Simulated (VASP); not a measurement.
# Cu3N (Pm-3m) in VASP: further runs

The runs below take Cu3N through single point, with PBE.

All numbers are computed with VASP 6.6.1; they aren't measurements. Logs are shortened: lines on timing, memory, paths and dates and some standing lists are left out, and cuts for length are marked.

### 1 The cell of the first run

It takes space group Pm-3m (No. 221, cubic). The conventional cell has a = 3.906 Å, b = 3.906 Å, c = 3.906 Å, α = 90.00°, β = 90.00°, γ = 90.00°. Within 2.6 Å of Cu (site symmetry 4/mmm) lie 2 N at 1.95 Å. Within 2.6 Å of N (site symmetry m-3m) lie 6 Cu at 1.95 Å.

### 2 Single point, PBE

INCAR reads:

```
ALGO = Normal ; EDIFF = 1E-6
ENCUT = 600 ; GGA = PE
GGA_COMPAT = F ; ISIF = 2
ISMEAR = -1 ; LASPH = T
LCHARG = T ; LELF = T
LREAL = F ; LVHAR = T
LWAVE = F ; NBANDS = 27
NELM = 120 ; PREC = Accurate
SIGMA = 0.1
```

KPOINTS reads:

```
k-points
0
Gamma
  5 5 5
```

POSCAR reads:

```
Cu3N
1.0
    3.9059270574      0.0000000000      0.0000000000
    0.0000000000      3.9059270574      0.0000000000
    0.0000000000      0.0000000000      3.9059270574
Cu N
3 1
Direct
    0.5000000000      0.0000000000      0.0000000000
    0.0000000000      0.5000000000      0.0000000000
    0.0000000000      0.0000000000      0.5000000000
    0.0000000000      0.0000000000      0.0000000000
```

Potentials or basis: VASP PAW PBE potentials, release 64 (Cu, N).

Run with:

```
> cat potpaw_PBE.64/Cu/POTCAR potpaw_PBE.64/N/POTCAR > POTCAR
> mpirun -np 1 vasp_std > vasp.out
```

OUTCAR:

```text
EDIFF = 1E-6
   ENCUT = 600
   GGA = PE
   ISIF = 2
   ISMEAR = -1
   LASPH = T
   LREAL = F
   NELM = 120
   PREC = Accurate

 ion  position               nearest neighbor table
   1  0.500  0.000  0.000-   4 1.95   4 1.95   2 2.76   3 2.76   2 2.76   2 2.76   3 2.76   3 2.76
                             3 2.76   2 2.76
   2  0.000  0.500  0.000-   4 1.95   4 1.95   1 2.76   3 2.76   1 2.76   3 2.76   3 2.76   3 2.76
                             1 2.76   1 2.76
   3  0.000  0.000  0.500-   4 1.95   4 1.95   1 2.76   1 2.76   2 2.76   2 2.76   2 2.76   2 2.76
                             1 2.76   1 2.76
   4  0.000  0.000  0.000-   1 1.95   2 1.95   3 1.95   3 1.95   2 1.95   1 1.95

  LATTYP: Found a simple cubic cell.
 ALAT       =     3.9059270574

  Lattice vectors:

 A1 = (   3.9059270574,   0.0000000000,   0.0000000000)
 A2 = (   0.0000000000,   3.9059270574,   0.0000000000)
 A3 = (   0.0000000000,   0.0000000000,   3.9059270574)

Analysis of symmetry for initial positions (statically):
=====================================================================
 Subroutine PRICEL returns:
 Original cell was already a primitive cell.

 Routine SETGRP: Setting up the symmetry group for a
 simple cubic supercell.

 Subroutine GETGRP returns: Found 48 space group operations
 (whereof 48 operations were pure point group operations)
 out of a pool of 48 trial point group operations.

The static configuration has the point symmetry O_h .

Analysis of symmetry for dynamics (positions and initial velocities):
=====================================================================
 Subroutine PRICEL returns:
 Original cell was already a primitive cell.

 Routine SETGRP: Setting up the symmetry group for a
 simple cubic supercell.

 Subroutine GETGRP returns: Found 48 space group operations
 (whereof 48 operations were pure point group operations)
 out of a pool of 48 trial point group operations.

The dynamic configuration has the point symmetry O_h .

 Subroutine INISYM returns: Found 48 space group operations
 (whereof 48 operations are pure point group operations),
 and found     1 'primitive' translations

----------------------------------------------------------------------------------------

                                     Primitive cell

[... 75 lines left out ...]
   LSORBIT =      F    spin-orbit coupling
   LASPH  =      T    aspherical Exc in radial PAW
   ENCUT  =  600.0 eV  44.10 Ry    6.64 a.u.   7.80  7.80  7.80*2*pi/ulx,y,z
   NELM   =    120;   NELMIN=  2; NELMDL= -5     # of ELM steps
   EDIFF  = 0.1E-05   stopping-criterion for ELM
   LREAL  =      F    real-space projection
   EDIFFG = 0.1E-04   stopping-criterion for IOM
   NSW    =      0    number of steps for IOM
   IBRION =     -1    ionic relax: 0-MD 1-quasi-New 2-CG
   NFREE  =      0    steps in history (QN), initial steepest desc. (CG)
   ISIF   =      2    stress and relaxation
   ISYM   =      2    0-nonsym 1-usesym 2-fastsym
   POTIM  = 0.5000    time-step for ionic-motion
   TEBEG  =    0.0;   TEEND  =   0.0 temperature during run
   PSTRESS=    0.0 pullay stress
   NELECT =      38.0000    total number of electrons
   NUPDOWN=      -1.0000    fix difference up-down
   EMIN   =  10.00;   EMAX   =-10.00  energy-range for DOS
   EFERMI =   0.00;   METHOD = LEGACY
   ISMEAR =    -1;   SIGMA  =   0.10  broadening in eV -4-tet -1-fermi 0-gaus
   EFERMI_NEDOS =   21; number of points for ismear=-14 and -15
   IALGO  =     38    algorithm
   IMIX   =      4    mixing-type and parameters
     AMIX     =   0.40;   BMIX     =  1.00
     AMIX_MAG =   1.60;   BMIX_MAG =  1.00
  volume/ion in A,a.u.               =      14.90       100.53
  Fermi-wavevector in a.u.,A,eV,Ry     =   1.409111  2.662834 27.015648  1.985594
  Thomas-Fermi vector in A             =   2.531200
   LORBIT       =      0    0 simple, 1 ext, 2 COOP (PROOUT), +10 PAW based schemes
   GGA     = PE    functional components
   LHFCALC =     F    Hartree Fock is set to
   AEXX    =    0.0000 exact exchange contribution
   IVDW    =     0    specifies the selected vdW correction
   LEPSILON=     F    determine dielectric tensor
   LRPA    =     F    only Hartree local field effects (RPA)
 non-spin polarized calculation
  energy-cutoff  :      600.00
  volume of cell :       59.59
 maximum number of plane-waves:      1993
 NGX is ok and might be reduce to    32
   NGX = 15   NGY = 15   NGZ = 15

 number of electron      37.9999989 magnetization

 Free energy of the ion-electron system (eV)
  ---------------------------------------------------
  ext. energy  EPLUGINS =         0.00000000
  ---------------------------------------------------
  free energy    TOTEN  =       -18.34510134 eV

  energy without entropy =      -18.34456503  energy(sigma->0) =      -18.34483318

 E-fermi :   4.5540     XC(G=0): -10.4245

 val. band max:        3.8535228168   @ k =   0.4000   0.4000   0.4000
 cond. band min:       4.9578135394   @ k =   0.0000   0.0000   0.0000
 fundamental gap:      1.1042907226
 Fermi energy:         4.5540405798

 k-point     1 :       0.0000    0.0000    0.0000
  band No.  band energies     occupation
      1     -12.0151      2.00000
      2      -0.6121      2.00000
      3      -0.1865      2.00000
      4      -0.1865      2.00000
      5      -0.1865      2.00000
      6       0.7008      2.00000
[... 289 lines left out ...]
     26      11.4654      0.00000
     27      15.5725      0.00000

------------------------ aborting loop because EDIFF is reached ----------------------------------------

  FORCE on cell =-STRESS in cart. coord.  units (eV):
  Direction    XX          YY          ZZ          XY          YZ          ZX
  --------------------------------------------------------------------------------------
  -------------------------------------------------------------------------------------
  Total       -2.1712020     -2.1712020     -2.1712020     -0.0000000      0.0000000     -0.0000000
  in kB      -58.3765502    -58.3765502    -58.3765502     -0.0000000      0.0000000     -0.0000000
  external PRESSURE =     -58.3765502 kB  Pullay stress =       0.0000000 kB

 VOLUME and BASIS-vectors are now :
 -----------------------------------------------------------------------------
  energy-cutoff  :      600.00
  volume of cell :       59.59
      direct lattice vectors                 reciprocal lattice vectors
     3.905927057  0.000000000  0.000000000     0.256021166  0.000000000  0.000000000
     0.000000000  3.905927057  0.000000000     0.000000000  0.256021166  0.000000000
     0.000000000  0.000000000  3.905927057     0.000000000  0.000000000  0.256021166

 POSITION                                       TOTAL-FORCE (eV/Angst)
 -----------------------------------------------------------------------------------
      1.95296      0.00000      0.00000         0.000000      0.000000      0.000000
      0.00000      1.95296      0.00000         0.000000      0.000000      0.000000
      0.00000      0.00000      1.95296         0.000000      0.000000      0.000000
      0.00000      0.00000      0.00000         0.000000      0.000000      0.000000
 -----------------------------------------------------------------------------------
    total drift:                                0.000000      0.000000     -0.000000

  FREE ENERGIE OF THE ION-ELECTRON SYSTEM (eV)
  ---------------------------------------------------
  free  energy   TOTEN  =       -18.3451013413 eV

  energy  without entropy=      -18.3445650259  energy(sigma->0) =      -18.34483318
```

stdout:

```text
POSCAR found type information on POSCAR CuN
 POSCAR found :  2 types and       4 ions
 scaLAPACK will be used
 LDA part: xc-table for (Slater+PW92), standard interpolation
 POSCAR, INCAR and KPOINTS ok, starting setup
 FFT: planning ... GRIDC
 FFT: planning ... GRID_SOFT
 FFT: planning ... GRID
 WAVECAR not read
 entering main loop
```

Run time: 39 s. Hardware: 1 thread of AMD EPYC 7R13, shared host; peak memory 0.15 GiB.

What came out:

```yaml
Free_energy: -18.3451 eV
Pressure: -5.8 GPa
Band_gap_on_the_k_mesh: 1.10 eV, indirect (least direct gap 1.88 eV)
```

Levels at points of the mesh, in eV from the valence-band top:
| k point | band 17 | band 18 | band 19 | band 20 | band 21 | band 22 |
| --- | --- | --- | --- | --- | --- | --- |
| (0.00, 0.00, 0.00) | -1.34 | -1.34 | -1.31 | 1.10 | 5.32 | 5.32 |

A k mesh can miss the band edges. Expect the measured gap to be larger: semilocal functionals such as PBE lack the derivative discontinuity.

### 3 Single point, PBE

This run uses another cell than the first one, of 15.45 Å³/atom, 1.037 times its volume.

INCAR reads:

```
  ALGO = Normal
  EDIFF = 1E-6
  ENCUT = 600
  GGA = PE
  GGA_COMPAT = F
  ISIF = 2
  ISMEAR = -1
  LASPH = T
  LCHARG = F
  LREAL = F
  LWAVE = F
  NBANDS = 27
  NELM = 120
  PREC = Accurate
  SIGMA = 0.1
```

KPOINTS is that of step 2.

POSCAR reads:

```
Cu3N
1.0
    3.9535650091      0.0000000000      0.0000000000
    0.0000000000      3.9535650091      0.0000000000
    0.0000000000      0.0000000000      3.9535650091
Cu N
3 1
Direct
    0.5000000000      0.0000000000      0.0000000000
    0.0000000000      0.5000000000      0.0000000000
    0.0000000000      0.0000000000      0.5000000000
    0.0000000000      0.0000000000      0.0000000000
```

Potentials or basis: VASP PAW PBE potentials, release 64 (Cu, N).

Run with:

```
> cat potpaw_PBE.64/Cu/POTCAR potpaw_PBE.64/N/POTCAR > POTCAR
> mpirun -np 1 vasp_std > vasp.out
```

Wall time 38 s (1 thread of AMD EPYC 7R13, shared host); peak memory 0.15 GiB.

The run converged. Its results:

```
Free energy            : -18.2462 eV
Pressure               : -8.7 GPa
Band gap on the k mesh : 0.99 eV, indirect (least direct gap 1.91 eV)
```

Levels at points of the mesh, in eV from the valence-band top:
```
           k point  band 16  band 17  band 18  band 19  band 20  band 21  band 22  band 23
(0.00, 0.00, 0.00)    -1.29    -1.29    -1.29    -1.26     0.99     5.15     5.15     6.73
```

A k mesh can miss the band edges.
